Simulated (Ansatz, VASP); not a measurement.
# PbSe: VASP beside Ansatz

Contents of INCAR:

```
PREC     = Accurate       # precision mode
ENCUT    = 520            # plane-wave cutoff, eV
EDIFF    = 1E-6           # SCF threshold, eV
ISMEAR   = 0              # smearing method
SIGMA    = 0.01           # smearing width, eV
LREAL    = False          # projectors in reciprocal space
LASPH    = True           # aspherical terms in the spheres
NELM     = 60             # most SCF steps
ALGO     = Normal         # electronic algorithm
ISIF     = 2              # what is computed and relaxed
LWAVE    = False          # write WAVECAR
LCHARG   = False          # write CHGCAR
GGA      = PE             # functional
NBANDS   = 17             # bands
```

File KPOINTS:

```
regular mesh
0
Gamma
  4 4 4
```

The input POSCAR:

```
PbSe
1.0
    0.0000000000      3.4232041310      3.4232041310
    3.4232041310      0.0000000000      3.4232041310
    3.4232041310      3.4232041310      0.0000000000
Pb Se
1 1
Direct
    0.0000000000      0.0000000000      0.0000000000
    0.2500000000      0.2500000000      0.2500000000
```

Input for Ansatz:

```yaml
crystal:
  lattice:
    - [0.0, 3.423204131, 3.423204131]
    - [3.423204131, 0.0, 3.423204131]
    - [3.423204131, 3.423204131, 0.0]
  atoms:
    - { symbol: Pb, position: [0.0, 0.0, 0.0] }
    - { symbol: Se, position: [0.25, 0.25, 0.25] }
kpoints:
  mp_grid: { grid: [4, 4, 4] }
hamiltonian:
  xc: pbe
scf:
  occupations: { method: fixed }
  n_extra_bands: 4
output:
  forces: true
  stress: true
  eigenvalues: true
  write_density: true
  write_potential: true
  elf: true
  volumetric_format: npy
```

Alike in both runs: task single point; functional PBE; k mesh 4 × 4 × 4; no spin polarisation.

```csv
,VASP,Ansatz
version,VASP 6.6.1,Ansatz 0.2.0
potentials or method,"VASP PAW PBE potentials, release 64 (Pb_d, Se)","plane waves, PAW"
plane-wave cutoff (eV),520,420
occupations,"gaussian, width 0.01 eV",fixed
valence electrons in the cell,20,30
```

|  | VASP | Ansatz | Ansatz less VASP |
| --- | --- | --- | --- |
| gap on the k mesh at the Fermi level (eV) | 0.62 | 0.62 | -0.001 |
| pressure (GPa) | 0.7 | 0.7 | +0.01 |

VASP's potentials hold 20 valence electrons a cell and Ansatz's 30, so a difference there can come from the potentials and not from the codes.

Neither program's run includes spin-orbit coupling.
